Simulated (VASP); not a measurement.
Write the native input for VASP 6.6.1 that does the following.

| Item | Value |
| --- | --- |
| Task | single point |
| Functional | PBE |
| Potentials or basis | VASP PAW PBE potentials, release 64 (Ir) |
| Cutoff | 520 eV |
| k mesh | 18 × 18 × 10 |
| Occupations | gaussian, width 0.15 eV |
| Spin | no spin polarisation |
| Dipole correction | no |
| Further INCAR settings | ALGO = Fast; EDIFF = 1e-07; NBANDS = 16 |

The structure of Ir lies in POSCAR:

```
Ir
1.0
    2.5555000000      0.0000000000      0.0000000000
   -1.2777500000      2.2131279194      0.0000000000
    0.0000000000      0.0000000000      4.2303000000
Ir
2
Direct
    0.6666666667      0.3333333333      0.7500000000
    0.3333333333      0.6666666667      0.2500000000
```

The input as run:

INCAR

```
SYSTEM = Ir
  PREC = Accurate
  ENCUT = 520
  EDIFF = 1E-7
  ISMEAR = 0
  SIGMA = 0.15
  LREAL = .FALSE.
  LASPH = .TRUE.
  NELM = 80
  ALGO = Fast
  ISIF = 2
  LWAVE = .FALSE.
  LCHARG = .FALSE.
  GGA = PE
  NBANDS = 16
```

KPOINTS

```
Automatic mesh
0
G
  18 18 10
  0 0 0
```

Potentials or basis: VASP PAW PBE potentials, release 64 (Ir).

Launch:

```console
$ cat potpaw_PBE.64/Ir/POTCAR > POTCAR
$ mpirun -np 1 vasp_std > vasp.out
```

It gave:

| Item | Value |
| --- | --- |
| Pressure | 113.4 GPa |
| Band gap on the k mesh | zero (band 9 reaches 15.22 eV, above the bottom of band 10 at 10.66 eV) |

Caveat: spin-orbit coupling is left out, which moves the levels of the heavy elements.

Wall time 38 s on 1 thread of Intel(R) Xeon(R) 6975P-C (Granite Rapids), with other jobs on the host, peak memory 0.19 GiB.
